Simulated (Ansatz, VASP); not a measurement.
# Two plane-wave programs on Pt3Se2

```xyz
5
Lattice="4.5378 0.0000 0.0000 0.0000 4.5378 0.0000 0.0000 0.0000 5.6035" Properties=species:S:1:pos:R:3 pbc="T T T"
Pt    0.0000    0.0000    2.8017
Pt    0.0000    2.2689    0.0000
Pt    2.2689    0.0000    0.0000
Se    0.0000    2.2689    2.8017
Se    2.2689    0.0000    2.8017
```

Alike in both runs: task relaxation of cell and atoms; functional PBE; k mesh 4 × 4 × 4; occupations gaussian, width 0.1 eV; no spin polarisation.

|  | VASP | Ansatz |
| --- | --- | --- |
| version | VASP 6.6.1 | Ansatz 0.2.0 |
| potentials or method | VASP PAW PBE potentials, release 64 (Pt, Se), cutoff 600 eV | scalar-relativistic, plane waves, PAW |
| valence electrons in the cell | 42 | 86 |

VASP gave:

| Item | Value |
| --- | --- |
| gap on the k mesh at the Fermi level, each at its own relaxed structure (eV) | none |
| relaxed volume (Å³/atom) | 22.85 |
| relaxed cell length with the largest relative difference (Å) | 4.750 |

**Question.** What did Ansatz give for the same quantities?

**Answer.** gap on the k mesh at the Fermi level, each at its own relaxed structure (eV): none; relaxed volume (Å³/atom): 22.80; relaxed cell length with the largest relative difference (Å): 4.744.

A gap of «none» marks a metal or a gap that the smearing closes. VASP's potentials hold 42 valence electrons a cell and Ansatz's 86, so a difference there can come from the potentials and not from the codes.

Spin-orbit coupling is off throughout.
